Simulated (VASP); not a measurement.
# Cs (Immm) in VASP: notebook

The runs below take Cs through single point, with LDA.

Program: VASP 6.6.1. These are calculated values, not measurements. Logs are shortened: lines on timing, memory, paths and dates and some standing lists are left out, and cuts for length are marked.

**1. The cell of the first run**

It takes space group Immm (No. 71, orthorhombic). The conventional cell has a = 5.335 Å, b = 5.500 Å, c = 8.194 Å, α = 90.00°, β = 90.00°, γ = 90.00°.

**2. Single point, LDA (strain -0.0300 x Voigt [0, 1, 0, 0, 0, 0])**

INCAR reads:

```
SYSTEM = Cs
ALGO = Fast ; EDIFF = 1E-7
ENCUT = 520 ; GGA = CA
ISIF = 2 ; ISMEAR = 0
LASPH = .TRUE. ; LCHARG = .FALSE.
LREAL = .FALSE. ; LWAVE = .FALSE.
NBANDS = 10 ; NELM = 60
PREC = Accurate ; SIGMA = 0.15
```

KPOINTS reads:

```
k-points
0
G
  12 12 12
  0 0 0
```

POSCAR reads:

```
Cs
1.0
   -2.7500754600      2.6675731962      4.0972389800
    2.7500754600     -2.6675731962      4.0972389800
    2.7500754600      2.6675731962     -4.0972389800
Cs
1
Direct
    0.0000000000      0.0000000000      0.0000000000
```

Potentials or basis: VASP PAW LDA potentials, release 64 (Cs_sv).

Command:

```sh
cat potpaw_LDA.64/Cs_sv/POTCAR > POTCAR
mpirun -np 1 vasp_std > vasp.out
```

OUTCAR:

```text
SYSTEM = Cs
   EDIFF = 1E-7
   ENCUT = 520
   GGA = CA
   ISIF = 2
   ISMEAR = 0
   LASPH = .TRUE.
   LREAL = .FALSE.
   NELM = 60
   PREC = Accurate

 ion  position               nearest neighbor table
   1  0.000  0.000  0.000-

  LATTYP: Found a body centered orthorhombic cell.
 ALAT       =     5.3351463924
 B/A-ratio  =     1.0309278351
 C/A-ratio  =     1.5359424760

  Lattice vectors:

 A1 = (   2.7500754600,  -2.6675731962,  -4.0972389800)
 A2 = (  -2.7500754600,   2.6675731962,  -4.0972389800)
 A3 = (   2.7500754600,   2.6675731962,   4.0972389800)

Analysis of symmetry for initial positions (statically):
=====================================================================
 Subroutine PRICEL returns:
 Original cell was already a primitive cell.

 Routine SETGRP: Setting up the symmetry group for a
 body centered orthorhombic supercell.

 Subroutine GETGRP returns: Found  8 space group operations
 (whereof  8 operations were pure point group operations)
 out of a pool of  8 trial point group operations.

The static configuration has the point symmetry D_2h.

Analysis of symmetry for dynamics (positions and initial velocities):
=====================================================================
 Subroutine PRICEL returns:
 Original cell was already a primitive cell.

 Routine SETGRP: Setting up the symmetry group for a
 body centered orthorhombic supercell.

 Subroutine GETGRP returns: Found  8 space group operations
 (whereof  8 operations were pure point group operations)
 out of a pool of  8 trial point group operations.

The dynamic configuration has the point symmetry D_2h.

 Subroutine INISYM returns: Found  8 space group operations
 (whereof  8 operations are pure point group operations),
 and found     1 'primitive' translations

----------------------------------------------------------------------------------------

                                     Primitive cell

  volume of cell :     120.2298

  direct lattice vectors                    reciprocal lattice vectors
    -2.750075460  2.667573196  4.097238980     0.000000000  0.187436281  0.122033399
     2.750075460 -2.667573196  4.097238980     0.181813193  0.000000000  0.122033399
     2.750075460  2.667573196 -4.097238980     0.181813193  0.187436281  0.000000000

  length of vectors
     5.609476718  5.609476718  5.609476718     0.223661597  0.218970746  0.261129080
[... 83 lines left out ...]
   IBRION =     -1    ionic relax: 0-MD 1-quasi-New 2-CG
   NFREE  =      0    steps in history (QN), initial steepest desc. (CG)
   ISIF   =      2    stress and relaxation
   ISYM   =      2    0-nonsym 1-usesym 2-fastsym
   POTIM  = 0.5000    time-step for ionic-motion
   TEBEG  =    0.0;   TEEND  =   0.0 temperature during run
   PSTRESS=    0.0 pullay stress
   NELECT =       9.0000    total number of electrons
   NUPDOWN=      -1.0000    fix difference up-down
   EMIN   =  10.00;   EMAX   =-10.00  energy-range for DOS
   EFERMI =   0.00;   METHOD = LEGACY
   ISMEAR =     0;   SIGMA  =   0.15  broadening in eV -4-tet -1-fermi 0-gaus
   EFERMI_NEDOS =   21; number of points for ismear=-14 and -15
   IALGO  =     68    algorithm
   IMIX   =      4    mixing-type and parameters
     AMIX     =   0.40;   BMIX     =  1.00
     AMIX_MAG =   1.60;   BMIX_MAG =  1.00
  volume/ion in A,a.u.               =     120.23       811.35
  Fermi-wavevector in a.u.,A,eV,Ry     =   0.689951  1.303818  6.476814  0.476032
  Thomas-Fermi vector in A             =   1.771181
   LORBIT       =      0    0 simple, 1 ext, 2 COOP (PROOUT), +10 PAW based schemes
   GGA     = CA    functional components
   LHFCALC =     F    Hartree Fock is set to
   AEXX    =    0.0000 exact exchange contribution
   IVDW    =     0    specifies the selected vdW correction
   LEPSILON=     F    determine dielectric tensor
   LRPA    =     F    only Hartree local field effects (RPA)
 non-spin polarized calculation
 RMM-DIIS sequential band-by-band and
 Gauss-broadening in eV      SIGMA  =   0.15
  energy-cutoff  :      520.00
  volume of cell :      120.23
 maximum number of plane-waves:      3260
 NGX is ok and might be reduce to    42
   NGX = 21   NGY = 21   NGZ = 21

 number of electron       9.0000000 magnetization

 Free energy of the ion-electron system (eV)
  ---------------------------------------------------
  ext. energy  EPLUGINS =         0.00000000
  ---------------------------------------------------
  free energy    TOTEN  =        -0.96662800 eV

  energy without entropy =       -0.95247050  energy(sigma->0) =       -0.95954925

 E-fermi :   0.1760     XC(G=0):  -5.4290

 val. band max:        0.1759580525   @ k =  -0.4167  -0.3333   0.2500
 cond. band min:       0.1796192078   @ k =   0.1667   0.5000   0.0833
 fundamental gap:      0.0036611553
 Fermi energy:         0.1759929681

 k-point     1 :       0.0000    0.0000    0.0000
  band No.  band energies     occupation
      1     -23.6693      2.00000
      2     -10.4144      2.00000
      3     -10.4138      2.00000
      4     -10.4065      2.00000
      5      -1.4582      2.00000
      6       2.3959      0.00000
      7       2.5406      0.00000
      8       2.7202      0.00000
      9       3.3358      0.00000
     10       3.7683      0.00000
[... 287 lines left out ...]
 k-point    24 :       0.3333    0.1667    0.0000
  band No.  band energies     occupation
      1     -23.6639      2.00000
      2     -10.5108      2.00000
      3     -10.4504      2.00000
      4     -10.4321      2.00000
      5       0.0208      1.85648
      6       1.3455      0.00000
      7       2.0020      0.00000
      8       2.6175      0.00000
      9       3.6209      0.00000
     10       4.2164      0.00000

 [... further k-points ...]

------------------------ aborting loop because EDIFF is reached ----------------------------------------

  FORCE on cell =-STRESS in cart. coord.  units (eV):
  Direction    XX          YY          ZZ          XY          YZ          ZX
  --------------------------------------------------------------------------------------
  -------------------------------------------------------------------------------------
  Total       -0.3002075     -0.2499036     -0.3097223     -0.0000000      0.0000000      0.0000000
  in kB       -4.0005513     -3.3302044     -4.1273453     -0.0000000      0.0000000      0.0000000
  external PRESSURE =      -3.8193670 kB  Pullay stress =       0.0000000 kB

 VOLUME and BASIS-vectors are now :
 -----------------------------------------------------------------------------
  energy-cutoff  :      520.00
  volume of cell :      120.23
      direct lattice vectors                 reciprocal lattice vectors
    -2.750075460  2.667573196  4.097238980     0.000000000  0.187436281  0.122033399
     2.750075460 -2.667573196  4.097238980     0.181813193  0.000000000  0.122033399
     2.750075460  2.667573196 -4.097238980     0.181813193  0.187436281  0.000000000

 POSITION                                       TOTAL-FORCE (eV/Angst)
 -----------------------------------------------------------------------------------
      0.00000      0.00000      0.00000         0.000000      0.000000      0.000000
 -----------------------------------------------------------------------------------
    total drift:                               -0.000000      0.000000      0.000000

  FREE ENERGIE OF THE ION-ELECTRON SYSTEM (eV)
  ---------------------------------------------------
  free  energy   TOTEN  =        -0.9666280025 eV

  energy  without entropy=       -0.9524704968  energy(sigma->0) =       -0.95954925
```

Wall time 2.1 min (1 thread of Intel Xeon 6975P-C (Granite Rapids), shared host); peak memory 0.43 GiB.

What came out:

| Property | Result |
| --- | --- |
| Free energy | -0.9666 eV |
| Pressure | -0.4 GPa |
| Band gap on the k mesh | zero (an odd number of electrons rules out a gap without spin polarisation) |

Caveat: the cell differs from its parent crystal (strain -0.0300 x Voigt [0, 1, 0, 0, 0, 0]); spin-orbit coupling is left out, which moves the levels of the heavy elements.

**3. Single point, LDA (strain +0.0150 x Voigt [0, 1, 0, 0, 0, 0])**

INCAR reads:

```
SYSTEM = Cs
PREC = Accurate
ENCUT = 520
EDIFF = 1E-7
ISMEAR = 0
SIGMA = 0.15
LREAL = .False.
LASPH = .True.
NELM = 100
ALGO = Fast
ISIF = 2
LWAVE = .False.
LCHARG = .False.
GGA = CA
NBANDS = 10
```

KPOINTS reads:

```
regular mesh
0
Gamma
  12 12 12
  0 0 0
```

POSCAR reads:

```
Cs
1.0
   -2.7500754600      2.7913265919      4.0972389800
    2.7500754600     -2.7913265919      4.0972389800
    2.7500754600      2.7913265919     -4.0972389800
Cs
1
Direct
    0.0000000000      0.0000000000      0.0000000000
```

Potentials or basis: VASP PAW LDA potentials, release 64 (Cs_sv).

Command:

```sh
cat potpaw_LDA.64/Cs_sv/POTCAR > POTCAR
mpirun -np 1 vasp_std > vasp.out
```

OUTCAR:

```text
SYSTEM = Cs
   PREC = Accurate
   ENCUT = 520
   EDIFF = 1E-7
   ISMEAR = 0
   LREAL = .False.
   LASPH = .True.
   NELM = 100
   ISIF = 2
   GGA = CA

 ion  position               nearest neighbor table
   1  0.000  0.000  0.000-

  LATTYP: Found a body centered orthorhombic cell.
 ALAT       =     5.5001509200
 B/A-ratio  =     1.0150000000
 C/A-ratio  =     1.4898642018

  Lattice vectors:

 A1 = (  -2.7500754600,   2.7913265919,   4.0972389800)
 A2 = (   2.7500754600,  -2.7913265919,   4.0972389800)
[... 492 lines left out ...]
     10       3.9882      0.00000

 [... further k-points ...]

------------------------ aborting loop because EDIFF is reached ----------------------------------------

  FORCE on cell =-STRESS in cart. coord.  units (eV):
  Direction    XX          YY          ZZ          XY          YZ          ZX
  --------------------------------------------------------------------------------------
  -------------------------------------------------------------------------------------
  Total       -0.3167222     -0.3382699     -0.3480433     -0.0000000      0.0000000      0.0000000
  in kB       -4.0335042     -4.3079180     -4.4323833     -0.0000000      0.0000000      0.0000000
  external PRESSURE =      -4.2579352 kB  Pullay stress =       0.0000000 kB

 VOLUME and BASIS-vectors are now :
 -----------------------------------------------------------------------------
  energy-cutoff  :      520.00
  volume of cell :      125.81
      direct lattice vectors                 reciprocal lattice vectors
    -2.750075460  2.791326592  4.097238980     0.000000000  0.179126298  0.122033399
     2.750075460 -2.791326592  4.097238980     0.181813193  0.000000000  0.122033399
     2.750075460  2.791326592 -4.097238980     0.181813193  0.179126298  0.000000000

 POSITION                                       TOTAL-FORCE (eV/Angst)
 -----------------------------------------------------------------------------------
      0.00000      0.00000      0.00000         0.000000      0.000000      0.000000
 -----------------------------------------------------------------------------------
    total drift:                               -0.000000      0.000000     -0.000000

  FREE ENERGIE OF THE ION-ELECTRON SYSTEM (eV)
  ---------------------------------------------------
  free  energy   TOTEN  =        -0.9534414244 eV

  energy  without entropy=       -0.9391788257  energy(sigma->0) =       -0.94631013
```

Run time: 2 min. Hardware: 1 thread of Intel Xeon 6975P-C (Granite Rapids), shared host; peak memory 0.45 GiB.

What came out:

| Quantity | Value |
| --- | --- |
| Free energy | -0.9534 eV |
| Pressure | -0.4 GPa |
| Band gap on the k mesh | zero (an odd number of electrons rules out a gap without spin polarisation) |

Caveat: the cell differs from its parent crystal (strain +0.0150 x Voigt [0, 1, 0, 0, 0, 0]); spin-orbit coupling is left out, which moves the levels of the heavy elements.
